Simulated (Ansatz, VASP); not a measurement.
## One calculation of RbHg, two programs

```
CELL_PARAMETERS angstrom
0.00000 4.10052 4.10052
4.10052 0.00000 4.10052
4.10052 4.10052 0.00000
ATOMIC_POSITIONS crystal
Rb 0.50000 0.50000 0.50000
Rb 0.75000 0.75000 0.75000
Hg 0.00000 0.00000 0.00000
Hg 0.25000 0.25000 0.25000
```

Change from the starting cell: species swapped into the NaTl type (Fd-3m, No. 227).

Alike in both runs: task relaxation of cell and atoms; functional PBE; k mesh 10 × 10 × 10; occupations gaussian, width 0.1 eV; no spin polarisation.

```csv
,VASP,Ansatz
version,VASP 6.6.1,Ansatz 0.2.0
potentials or method,"VASP PAW PBE potentials, release 64 (Rb_sv, Hg), cutoff 600 eV","scalar-relativistic, plane waves, PAW"
valence electrons in the cell,42,58
```

```tsv
	VASP	Ansatz	Ansatz less VASP
gap on the k mesh at the Fermi level, each at its own relaxed structure (eV)	none	none	-
relaxed volume (Å³/atom)	43.10	42.95	-0.147
relaxed cell length with the largest relative difference (Å)	6.247	6.240	-0.0071
```

A gap of «none» marks a metal or a gap that the smearing closes. VASP's potentials hold 42 valence electrons a cell and Ansatz's 58, so a difference there can come from the potentials and not from the codes.

Neither program's run includes spin-orbit coupling. Noted on VASP's run: the volume moved by over 15 % at a fixed basis, so the end points are rough.
